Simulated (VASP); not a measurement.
# PtSe2: relaxation of cell and atoms with LDA

PtSe2:

```
Pt Se
1.0
     0.00000    3.14594    3.14594
     3.14594    0.00000    3.14594
     3.14594    3.14594    0.00000
Pt Se
1 2
Direct
  0.00000 0.00000 0.00000
  0.25000 0.25000 0.25000
  0.75000 0.75000 0.75000
```

- Program: VASP 6.6.1
- Task: relaxation of cell and atoms
- Functional: LDA
- Potentials or basis: VASP PAW LDA potentials, release 64 (Pt, Se)
- Cutoff: 600 eV
- k mesh: 6 × 6 × 6
- Occupations: fermi-dirac, width 0.02 eV
- Spin: no spin polarisation
- Dipole correction: no
- Further INCAR settings: ALGO = Normal; EDIFF = 1e-06; IBRION = 2; EDIFFG = -0.005; NSW = 80; ISIF = 3

```yaml
Relaxed_volume: 19.53 Å³/atom
Relaxed_cell: a = 4.359 Å, b = 4.359 Å, c = 4.359 Å, α = 60.00°, β = 60.00°, γ = 60.00°
Space_group_after_relaxing_to_0.1_Å: Fm-3m (No. 225)
Energy_gained_by_relaxing: 28.1 meV/atom
Ionic_steps: 4
Pressure_after_relaxing: 0.0 GPa
Band_gap_on_the_k_mesh: zero (bands 11 and 12 overlap by 0.52 eV)
```

Step by step:
```
step  energy change (eV)  largest force (eV/Å)  pressure (GPa)  volume (Å³)
   1              0.0000                0.0000           -6.93        62.27
   2              0.0489                0.0000           11.18        54.52
   3             -0.0841                0.0000           -0.13        58.66
   4             -0.0842                0.0000            0.04        58.59
```

Final structure:
```
Pt Se
1.0
     0.00000    3.08263    3.08263
     3.08263    0.00000    3.08263
     3.08263    3.08263    0.00000
Pt Se
1 2
Direct
  0.00000 0.00000 0.00000
  0.25000 0.25000 0.25000
  0.75000 0.75000 0.75000
```

Levels at points of the mesh, in eV from the Fermi level:
| k point | band 9 | band 10 | band 11 | band 12 | band 13 | band 14 |
| --- | --- | --- | --- | --- | --- | --- |
| (0.00, 0.00, 0.00) | -1.42 | -1.42 | 0.06 | 0.06 | 0.06 | 1.76 |
| (0.50, 0.00, 0.00) | -4.03 | -3.99 | -2.66 | 0.19 | 0.19 | 4.53 |
| (0.50, 0.50, 0.00) | -3.90 | -2.87 | 0.50 | 1.39 | 1.39 | 1.62 |

Wall time 44 s on 1 thread of Intel(R) Xeon(R) Platinum 8488C (Sapphire Rapids), on a shared host, peak memory 0.18 GiB.

Caveat: spin-orbit coupling is left out, which moves the levels of the heavy elements.
